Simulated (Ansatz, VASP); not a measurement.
**ZnPb6F in VASP and in Ansatz**

```
Zn Pb F
1.0
     0.00000    5.36420    5.36420
     5.36420    0.00000    5.36420
     5.36420    5.36420    0.00000
Zn Pb F
1 6 1
Direct
  0.00000 0.00000 0.00000
  0.74407 0.25593 0.25593
  0.25593 0.74407 0.74407
  0.25593 0.74407 0.25593
  0.74407 0.25593 0.74407
  0.25593 0.25593 0.74407
  0.74407 0.74407 0.25593
  0.50000 0.50000 0.50000
```

Alike in both runs: functional PBE; k mesh 6 × 6 × 6; occupations gaussian, width 0.1 eV; no spin polarisation.

Ansatz relaxed the structure, and its values are those at the end. VASP's run is a single point on that final structure, the one shown.

|  | VASP | Ansatz |
| --- | --- | --- |
| version | VASP 6.6.1 | Ansatz 0.2.0 |
| potentials or method | VASP PAW PBE potentials, release 64 (Zn, Pb_d, F), cutoff 520 eV | scalar-relativistic, plane waves, PAW |
| valence electrons in the cell | 103 | 103 |

```tsv
	VASP	Ansatz	Ansatz less VASP
gap on the k mesh at the Fermi level (eV)	none	none	-
pressure (GPa)	0.0	0.0	+0.04
```

A gap of «none» marks a metal or a gap that the smearing closes. The functional is the same, so the differences come from potentials, cutoffs and numerics.

Neither program's run includes spin-orbit coupling.
